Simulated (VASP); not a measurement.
A run of VASP 6.6.1 is set up as follows.

INCAR

```
SYSTEM = CaO
ALGO = Normal ; EDIFF = 1E-6
ENCUT = 600 ; GGA = PE
GGA_COMPAT = .False. ; ISIF = 2
ISMEAR = 0 ; LASPH = .True.
LCHARG = .False. ; LREAL = .False.
LWAVE = .False. ; NBANDS = 15
NELM = 120 ; PREC = Accurate
SIGMA = 0.02
```

The input KPOINTS:

```
k-points
0
Gamma
  8 8 8
  0 0 0
```

File POSCAR:

```
CaO
1.0
    0.0000000000      2.3903322605      2.3903322605
    2.3903322605      0.0000000000      2.3903322605
    2.3903322605      2.3903322605      0.0000000000
Ca O
1 1
Direct
    0.0000000000      0.0000000000      0.0000000000
    0.5000000000      0.5000000000      0.5000000000
```

Potentials or basis: VASP PAW PBE potentials, release 64 (Ca_sv, O).

Launch:

```sh
$ cat potpaw_PBE.64/Ca_sv/POTCAR potpaw_PBE.64/O/POTCAR > POTCAR
$ mpirun -np 1 vasp_std > vasp.out
```

Problem. Predict the band gap on the k mesh.

Solution. 3.63 eV, indirect (least direct gap 4.00 eV).

Problem. Estimate the pressure.

Solution. 4.0 GPa.

A k mesh can miss the band edges.
